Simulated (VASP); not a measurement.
TaVN2, 4 atoms in the cell. The structure is tetragonal, space group P4/mmm (No. 123). The conventional cell has a = 3.050 Å, b = 3.050 Å, c = 4.296 Å, α = 90.00°, β = 90.00°, γ = 90.00°. Within 2.8 Å of Ta (site symmetry 4/mmm) lie 6 N at 2.15 to 2.16 Å. V (site symmetry 4/mmm) has 6 N at 2.15 to 2.16 Å within 2.8 Å. N (site symmetry 4/mmm) has 2 V at 2.15 Å and 4 Ta at 2.16 Å within 2.8 Å. N (site symmetry 4/mmm) has 2 Ta at 2.15 Å and 4 V at 2.16 Å within 2.8 Å. 

```yaml
Program: VASP 6.6.1
Task: single point
Functional: PBE
Potentials_or_basis: VASP PAW PBE potentials, release 64 (Ta_pv, V_sv, N)
Cutoff: 520 eV
k_mesh: 9 × 9 × 6
Occupations: fermi-dirac, width 0.05 eV
Spin: collinear spin, ferromagnetic start
Starting_moments: "[0.0, 2.0, 0.0, 0.0] μB"
Dipole_correction: no
Further_INCAR_settings: ALGO = Normal; EDIFF = 1e-07; NBANDS = 29
```

Potentials or basis: VASP PAW PBE potentials, release 64 (Ta_pv, V_sv, N).

The run is started by

```console
$ cat potpaw_PBE.64/Ta_pv/POTCAR potpaw_PBE.64/V_sv/POTCAR potpaw_PBE.64/N/POTCAR > POTCAR
$ mpirun -np 1 vasp_std > vasp.out
```

Hardware: 1 thread of Intel Xeon 8259CL (shared host).

Problem. How long does it take, and how much memory?

Solution. It took 3.6 min on 1 thread of Intel Xeon 8259CL (shared host), peak memory 0.24 GiB. Counts: scf iterations 22, k points 60.
